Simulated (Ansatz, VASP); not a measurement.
# Si in VASP and in Ansatz

File INCAR:

```
SYSTEM = Si
PREC = Accurate
ENCUT = 520
EDIFF = 1E-7
ISMEAR = -1
SIGMA = 0.1
LREAL = .FALSE.
LASPH = .TRUE.
NELM = 100
ALGO = Normal
ISIF = 2
LWAVE = .FALSE.
LCHARG = .TRUE.
GGA = PE
LELF = .TRUE.
LVHAR = .TRUE.
NBANDS = 11
```

Contents of KPOINTS:

```
Automatic mesh
0
G
  22 22 11
  0 0 0
```

POSCAR

```
Si
1.0
    2.8053315490      0.0000000000      0.0000000000
   -1.4026657745      2.4294883874      0.0000000000
    0.0000000000      0.0000000000      4.7288071302
Si
2
Direct
    0.3333333333      0.6666666667      0.2500000000
    0.6666666667      0.3333333333      0.7500000000
```

Input for Ansatz:

```yaml
crystal:
  lattice:
    - [2.805331549, 0.0, 0.0]
    - [-1.4026657745, 2.4294883874, 0.0]
    - [0.0, 0.0, 4.7288071302]
  atoms:
    - { symbol: Si, position: [0.3333333333, 0.6666666667, 0.25] }
    - { symbol: Si, position: [0.6666666667, 0.3333333333, 0.75] }
hamiltonian:
  xc: pbe
  pseudopotentials:
    kind: paw
    azcp:
      Si: "pseudopotentials/Si.paw.azcp"
basis:
  ecutwfc: 420
  fft_grid_basis: typed
kpoints:
  mp_grid: { grid: [22, 22, 11], shift: [0, 0, 0] }
magnetization:
  spin_polarized: false
scf:
  occupations: { method: fermi_dirac, width: 0.1 }
output:
  stress: true
```

Alike in both runs: task single point; functional PBE; k mesh 22 × 22 × 11; occupations fermi-dirac, width 0.1 eV; no spin polarisation.

```csv
,VASP,Ansatz
version,VASP 6.6.1,Ansatz 0.2.0
potentials or method,"VASP PAW PBE potentials, release 64 (Si), cutoff 520 eV","plane waves (420 eV) with PAW, scalar-relativistic"
valence electrons in the cell,8,8
```

```tsv
	VASP	Ansatz	Ansatz less VASP
pressure (GPa)	-7.7	-7.7	+0.01
traceless stress, the component that is largest in VASP (GPa)	0.65	0.64	-0.006
```
